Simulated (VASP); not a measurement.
Wanted: the native input for a VASP 6.6.1 run.

```yaml
Task: single point
Functional: r2SCAN
Potentials_or_basis: VASP PAW PBE potentials, release 64 (K_sv, I)
Cutoff: 520 eV
k_mesh: 5 × 5 × 5
Occupations: gaussian, width 0.01 eV
Spin: no spin polarisation
Dipole_correction: no
Further_INCAR_settings: ALGO = Normal; EDIFF = 1e-06; NBANDS = 15
```

The system is KI.

```
CELL_PARAMETERS angstrom
0.00000 3.54429 3.54429
3.54429 0.00000 3.54429
3.54429 3.54429 0.00000
ATOMIC_POSITIONS crystal
K 0.00000 0.00000 0.00000
I 0.50000 0.50000 0.50000
```

These files were run (other wordings do the same):

POSCAR

```
KI
1.0
    0.0000000000      3.5442850250      3.5442850250
    3.5442850250      0.0000000000      3.5442850250
    3.5442850250      3.5442850250      0.0000000000
K I
1 1
Direct
    0.0000000000      0.0000000000      0.0000000000
    0.5000000000      0.5000000000      0.5000000000
```

INCAR.step1

```
SYSTEM = KI
PREC = Accurate
ENCUT = 520
ISMEAR = 0
SIGMA = 0.01
LREAL = .FALSE.
LASPH = .TRUE.
NELM = 100
NBANDS = 15
GGA = PE
ALGO = Normal
EDIFF = 1E-4
LWAVE = .TRUE.
LCHARG = .FALSE.
```

INCAR.step2

```
SYSTEM = KI
PREC = Accurate
ENCUT = 520
EDIFF = 1E-6
ISMEAR = 0
SIGMA = 0.01
LREAL = .FALSE.
LASPH = .TRUE.
NELM = 100
ALGO = Normal
ISIF = 2
LWAVE = .FALSE.
LCHARG = .FALSE.
METAGGA = R2SCAN
LMIXTAU = .TRUE.
NBANDS = 15
ISTART = 1
```

KPOINTS

```
Automatic mesh
0
G
  5 5 5
  0 0 0
```

Potentials or basis: VASP PAW PBE potentials, release 64 (K_sv, I).

Run with:

```bash
$ cat potpaw_PBE.64/K_sv/POTCAR potpaw_PBE.64/I/POTCAR > POTCAR
$ cp INCAR.step1 INCAR
$ mpirun -np 1 vasp_std > vasp.out
$ cp INCAR.step2 INCAR
$ mpirun -np 1 vasp_std > vasp.out
```

It gave:

```yaml
Pressure: 0.0 GPa
Band_gap_on_the_k_mesh: 4.58 eV, direct
```

Caveat: the PAW data sets were made with another functional, which shifts forces and pressure a little; spin-orbit coupling is left out, which moves the levels of the heavy elements.

Run time: 51 s on 1 thread of Intel(R) Xeon(R) Platinum 8488C (Sapphire Rapids) (shared host), peak memory 0.25 GiB.
